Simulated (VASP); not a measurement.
Here is a VASP 6.6.1 calculation.

The input INCAR:

```
SYSTEM = Tc3Sn
PREC = Accurate
ENCUT = 500
EDIFF = 1E-7
ISMEAR = 1
SIGMA = 0.05
LREAL = .FALSE.
LASPH = .TRUE.
NELM = 120
ALGO = Normal
ISIF = 3
LWAVE = .FALSE.
LCHARG = .FALSE.
GGA = CA
IBRION = 2
NSW = 80
EDIFFG = -0.02
GGA_COMPAT = .FALSE.
NELMIN = 4
```

KPOINTS

```
Automatic mesh
0
G
  6 6 6
  0 0 0
```

POSCAR

```
Tc3Sn
1.0
    0.0000000000      3.1700000000      3.1700000000
    3.1700000000      0.0000000000      3.1700000000
    3.1700000000      3.1700000000      0.0000000000
Sn Tc
1 3
Direct
    0.0000000000      0.0000000000      0.0000000000
    0.5000000000      0.5000000000      0.5000000000
    0.2500000000      0.2500000000      0.2500000000
    0.7500000000      0.7500000000      0.7500000000
```

Potentials or basis: VASP PAW LDA potentials, release 64 (Sn_d, Tc_pv).

The run is started by

```bash
$ cat potpaw_LDA.64/Sn_d/POTCAR potpaw_LDA.64/Tc_pv/POTCAR > POTCAR
$ mpirun -np 1 vasp_std > vasp.out
```

**Question.** What does it give for the relaxed volume?

**Answer.** 15.06 Å³/atom.

**Question.** Estimate the band gap on the k mesh.

**Answer.** Zero (an odd number of electrons rules out a gap without spin polarisation).

**Question.** Estimate the relaxed cell.

**Answer.** a = 4.400 Å, b = 4.400 Å, c = 4.400 Å, α = 60.00°, β = 60.00°, γ = 60.00°.

Step by step:
| step | energy change (eV) | largest force (eV/Å) | pressure (GPa) | volume (Å³) |
| --- | --- | --- | --- | --- |
| 1 | 0.0000 | 0.0000 | -13.39 | 63.71 |
| 2 | 1.0256 | 0.0000 | 53.91 | 52.21 |
| 3 | -0.1535 | 0.0000 | -0.84 | 60.41 |
| 4 | -0.1540 | 0.0000 | -0.16 | 60.25 |

Caveat: spin-orbit coupling is left out, which moves the levels of the heavy elements.
